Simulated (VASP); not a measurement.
Here is a VASP 6.6.1 calculation.

INCAR

```
ALGO     = Fast           # electronic algorithm
EDIFF    = 1E-6           # SCF threshold, eV
ENCUT    = 520            # plane-wave cutoff, eV
GGA      = PE             # functional
ISIF     = 2              # what is computed and relaxed
ISMEAR   = 0              # smearing method
LASPH    = True           # aspherical terms in the spheres
LCHARG   = False          # write CHGCAR
LREAL    = False          # projectors in reciprocal space
LWAVE    = False          # write WAVECAR
NBANDS   = 19             # bands
NELM     = 80             # most SCF steps
PREC     = Accurate       # precision mode
SIGMA    = 0.15           # smearing width, eV
```

The input KPOINTS:

```
k-points
0
Gamma
  24 24 10
```

POSCAR

```
Zn
1.0
    2.5582061311      0.0000000000      0.0000000000
   -1.2791030655      2.2154714976      0.0000000000
    0.0000000000      0.0000000000      5.3424360000
Zn
2
Direct
    0.3333333333      0.6666666667      0.2500000000
    0.6666666667      0.3333333333      0.7500000000
```

Potentials or basis: VASP PAW PBE potentials, release 64 (Zn).

Launch:

```sh
$ cat potpaw_PBE.64/Zn/POTCAR > POTCAR
$ mpirun -np 1 vasp_std > vasp.out
```

Question: What does it give for the band gap on the k mesh?

Answer: Zero (bands 12 and 13 overlap by 5.99 eV).

Question: Predict the pressure.

Answer: 4.6 GPa.

Stress tensor (GPa, compression positive):
```
6.69 0.00 0.00
0.00 6.69 0.00
0.00 0.00 0.38
```

Caveat: the cell differs from its parent crystal (strain -0.040 along x and y, +0.080 along z); the stress differs along the axes, from 0 to 7 GPa.
